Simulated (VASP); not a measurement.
# ZnO: single point with PBE

ZnO:

```xyz
4
Lattice="3.2795 0.0000 0.0000 -1.6397 2.8401 0.0000 0.0000 0.0000 5.2933" Properties=species:S:1:pos:R:3 pbc="T T T"
Zn    0.0000    1.8934    2.6465
Zn    1.6397    0.9467   -0.0002
O     1.6397    0.9467    2.0064
O     0.0000    1.8934    4.6530
```

| Item | Value |
| --- | --- |
| Program | VASP 6.6.1 |
| Task | single point |
| Functional | PBE |
| Potentials or basis | VASP PAW PBE potentials, release 64 (Zn, O) |
| Cutoff | 520 eV |
| k mesh | 12 × 12 × 6 |
| Occupations | gaussian, width 0.02 eV |
| Spin | no spin polarisation |
| Dipole correction | no |
| k mesh for the DOS | 18 × 18 × 9 |
| Occupations for the DOS | tetrahedron |
| Further INCAR settings | ALGO = Normal; EDIFF = 1e-07; NBANDS = 26 |

The valence electrons inside the program's atomic spheres are Zn 10.80; O 4.99.

Levels at points of the mesh, in eV from the valence-band top:
```csv
k point,band 16,band 17,band 18,band 19,band 20,band 21
"(0.00, 0.00, 0.00)",-0.08,0.00,0.00,0.73,5.09,8.07
"(0.50, 0.00, 0.00)",-2.15,-1.23,-0.79,5.62,6.82,7.53
```

Wall time 3.8 min on 1 thread of AMD EPYC 7R13, on a shared host, peak memory 0.27 GiB.
